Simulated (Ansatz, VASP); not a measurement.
**MgO in VASP and in Ansatz**

```
Mg O
1.0
     0.00000    2.10711    2.10711
     2.10711    0.00000    2.10711
     2.10711    2.10711    0.00000
Mg O
1 1
Direct
  0.03559 0.96441 0.03559
  0.50000 0.50000 0.50000
```

Change from the starting cell: all Mg atoms moved +0.150 Å, as atom 1 along Cartesian [0 1 0].

Alike in both runs: task single point; functional PBEsol; k mesh 10 × 10 × 10; occupations gaussian, width 0.05 eV; no spin polarisation.

|  | VASP | Ansatz |
| --- | --- | --- |
| version | VASP 6.6.1 | Ansatz 0.2.0 |
| potentials or method | VASP PAW PBE potentials, release 64 (Mg, O), cutoff 520 eV | scalar-relativistic, plane waves, PAW |
| valence electrons in the cell | 8 | 16 |

VASP gave:

* gap on the k mesh at the Fermi level (eV): 4.61
* least direct gap on the mesh (eV): 4.61
* pressure (GPa): 1.7
* traceless stress, the component that is largest in VASP (GPa): 5.51
* rms of the force components (eV/Å): 0.544

**Question.** Estimate Ansatz's values.

**Answer.** gap on the k mesh at the Fermi level (eV): 4.61; least direct gap on the mesh (eV): 4.61; pressure (GPa): 2.2; traceless stress, the component that is largest in VASP (GPa): 5.43; rms of the force components (eV/Å): 0.537.

VASP's potentials were made for PBE, not for PBEsol. Atom by atom the forces differ by 0.007 eV/Å (rms over components). With one functional, cell and mesh, what is left measures potentials, basis and numerics. VASP's potentials hold 8 valence electrons a cell and Ansatz's 16, so a difference there can come from the potentials and not from the codes.
